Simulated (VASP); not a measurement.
**Os: single point with PBE**

Crystal: Os.

```
Os
1.0
     2.74857    0.00000    0.00000
    -1.37428    2.38033    0.00000
     0.00000    0.00000    4.36231
Os
2
Cartesian
  0.0000 1.5869 3.2717
  1.3743 0.7934 1.0906
```

```json
{
  "Program": "VASP 6.6.1",
  "Task": "single point",
  "Functional": "PBE",
  "Potentials or basis": "VASP PAW PBE potentials, release 64 (Os)",
  "Cutoff": "520 eV",
  "k mesh": "8 × 8 × 6",
  "Occupations": "gaussian, width 0.05 eV",
  "Spin": "no spin polarisation",
  "Dipole correction": "no",
  "Further INCAR settings": "ALGO = Normal; EDIFF = 1e-06; NBANDS = 15"
}
```

```json
{"Pressure": "-0.2 GPa", "Band gap on the k mesh": "zero (bands 8 and 9 overlap by 3.66 eV)"}
```

Stress tensor (GPa, compression positive):
```
-0.10  0.00  0.00
 0.00 -0.10  0.00
 0.00  0.00 -0.34
```

Levels at points of the mesh, in eV from the Fermi level:
```tsv
k point	band 6	band 7	band 8	band 9	band 10	band 11
(0.00, 0.00, 0.00)	-2.12	-2.12	-1.45	-1.45	0.00	1.66
(0.50, 0.00, 0.00)	-2.51	-1.84	2.04	2.57	2.63	4.33
(0.00, 0.00, 0.50)	-3.10	-3.10	-3.10	0.88	0.88	0.88
(0.50, 0.00, 0.50)	-1.13	-0.13	-0.13	2.36	2.36	3.25
```

It took 6.8 s on 1 thread of AMD EPYC 9R45 96-Core Processor (Zen 5), on a shared host, peak memory 0.11 GiB.

Caveat: spin-orbit coupling is left out, which moves the levels of the heavy elements.
